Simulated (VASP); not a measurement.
# PtS2 (P1) in VASP: a series of runs, part 2 of 2

VASP 6.6.1. Earlier steps stand in the parts before.

**3. Single point, PBE (atom 2 (S) moved by (+0.300, +0.000) A along [1 1 0] and z)**

The input, INCAR:

```
SYSTEM = PtS2
  PREC = Accurate
  ENCUT = 520
  EDIFF = 1E-7
  ISMEAR = 0
  SIGMA = 0.05
  LREAL = .False.
  LASPH = .True.
  NELM = 80
  ALGO = Normal
  ISIF = 2
  LWAVE = .False.
  LCHARG = .False.
  GGA = PE
  NBANDS = 18
```

The input, KPOINTS:

```
Automatic mesh
0
Gamma
  12 12 8
  0 0 0
```

The input, POSCAR:

```
PtS2
1.0
    3.5431994758      0.0000000000      0.0000000000
   -1.7715997379      3.0685007567      0.0000000000
    0.0000000000      0.0000000000      5.0388000000
Pt S
1 2
Direct
    0.0000000000      0.0000000000      0.0000000000
    0.4277695974      0.7357988101      0.2500000000
    0.6666666667      0.3333333333      0.7500000000
```

Potentials or basis: VASP PAW PBE potentials, release 64 (Pt, S).

Command:

```console
$ cat potpaw_PBE.64/Pt/POTCAR potpaw_PBE.64/S/POTCAR > POTCAR
$ mpirun -np 1 vasp_std > vasp.out
```

OUTCAR:

```text
SYSTEM = PtS2
   PREC = Accurate
   ENCUT = 520
   EDIFF = 1E-7
   ISMEAR = 0
   LREAL = .False.
   LASPH = .True.
   NELM = 80
   ISIF = 2
   GGA = PE

 ion  position               nearest neighbor table
   1  0.000  0.000  0.000-   2 2.16   3 2.40   3 2.40   3 2.40   2 2.49   2 2.59
   2  0.428  0.736  0.250-   1 2.16   1 2.49   1 2.59
   3  0.667  0.333  0.750-   1 2.40   1 2.40   1 2.40

  LATTYP: Found a hexagonal cell.
 ALAT       =     3.5431994758
 C/A-ratio  =     1.4221045229

  Lattice vectors:
[... 695 lines left out ...]

  FORCE on cell =-STRESS in cart. coord.  units (eV):
  Direction    XX          YY          ZZ          XY          YZ          ZX
  --------------------------------------------------------------------------------------
  -------------------------------------------------------------------------------------
  Total        3.5371194      1.0582440      1.6092164      1.6538244     -2.3106832     -3.3256727
  in kB      103.4454390     30.9490587     47.0626163     48.3672075    -67.5774847    -97.2615368
  external PRESSURE =      60.4857046 kB  Pullay stress =       0.0000000 kB

 VOLUME and BASIS-vectors are now :
 -----------------------------------------------------------------------------
  energy-cutoff  :      520.00
  volume of cell :       54.78
      direct lattice vectors                 reciprocal lattice vectors
     3.543199476  0.000000000  0.000000000     0.282230794  0.162946025  0.000000000
    -1.771599738  3.068500757  0.000000000     0.000000000  0.325892049  0.000000000
     0.000000000  0.000000000  5.038800000     0.000000000  0.000000000  0.198459951

 POSITION                                       TOTAL-FORCE (eV/Angst)
 -----------------------------------------------------------------------------------
      0.00000      0.00000      0.00000         2.446623      1.772759     -0.960272
      0.21213      2.25780      1.25970        -2.652663     -1.905559      0.747578
      1.77160      1.02283      3.77910         0.206039      0.132800      0.212694
 -----------------------------------------------------------------------------------
    total drift:                                0.000040     -0.000048     -0.000013

  FREE ENERGIE OF THE ION-ELECTRON SYSTEM (eV)
  ---------------------------------------------------
  free  energy   TOTEN  =       -14.9138222147 eV

  energy  without entropy=      -14.9138221999  energy(sigma->0) =      -14.91382221
```

OSZICAR:

```text
N       E                     dE             d eps       ncg     rms          rms(c)
DAV:   1     0.110780742515E+03    0.11078E+03   -0.10416E+04 21248   0.109E+03
DAV:   2    -0.108886570757E+02   -0.12167E+03   -0.11771E+03 25570   0.220E+02
DAV:   3    -0.161714073767E+02   -0.52828E+01   -0.52431E+01 26436   0.464E+01
DAV:   4    -0.162267089910E+02   -0.55302E-01   -0.55271E-01 27500   0.525E+00
DAV:   5    -0.162275443265E+02   -0.83534E-03   -0.83528E-03 26738   0.632E-01    0.189E+01
DAV:   6    -0.151905525395E+02    0.10370E+01   -0.61927E+00 21708   0.245E+01    0.125E+01
DAV:   7    -0.149346811765E+02    0.25587E+00   -0.12720E+00 21496   0.115E+01    0.611E+00
DAV:   8    -0.149170153473E+02    0.17666E-01   -0.69267E-02 23556   0.189E+00    0.120E+00
DAV:   9    -0.149135831822E+02    0.34322E-02   -0.99139E-03 25070   0.102E+00    0.217E-01
DAV:  10    -0.149137401801E+02   -0.15700E-03   -0.13743E-03 26022   0.242E-01    0.120E-01
DAV:  11    -0.149138057128E+02   -0.65533E-04   -0.82743E-05 25306   0.613E-02    0.570E-02
DAV:  12    -0.149138191632E+02   -0.13450E-04   -0.16561E-05 24798   0.288E-02    0.170E-02
DAV:  13    -0.149138217674E+02   -0.26042E-05   -0.27617E-06 25928   0.119E-02    0.459E-03
DAV:  14    -0.149138221996E+02   -0.43223E-06   -0.23516E-07 24948   0.333E-03    0.207E-03
DAV:  15    -0.149138222147E+02   -0.15064E-07   -0.51008E-08 19026   0.150E-03
   1 F= -.14913822E+02 E0= -.14913822E+02  d E =-.147706E-07
```

Wall time 14 min (1 thread of Intel Xeon 8259CL, shared host); peak memory 0.61 GiB.

What came out:

```yaml
Free_energy: -14.9138 eV
Pressure: 6.0 GPa
Largest_force: 3.351 eV/Å
Band_gap_on_the_k_mesh: 0.30 eV (least direct gap 0.45 eV)
```

Forces on the atoms (eV/Å):
```
Pt   2.447  1.773 -0.960
S   -2.653 -1.906  0.748
S    0.206  0.133  0.213
```

Caveat: the cell differs from its parent crystal (atom 2 (S) moved by (+0.300, +0.000) A along [1 1 0] and z); the cell stands under pressure; spin-orbit coupling is left out, which moves the levels of the heavy elements; forces of over 1 eV/Å act on the atoms, so gaps and moduli don't describe the material at rest. A k mesh can miss the band edges.
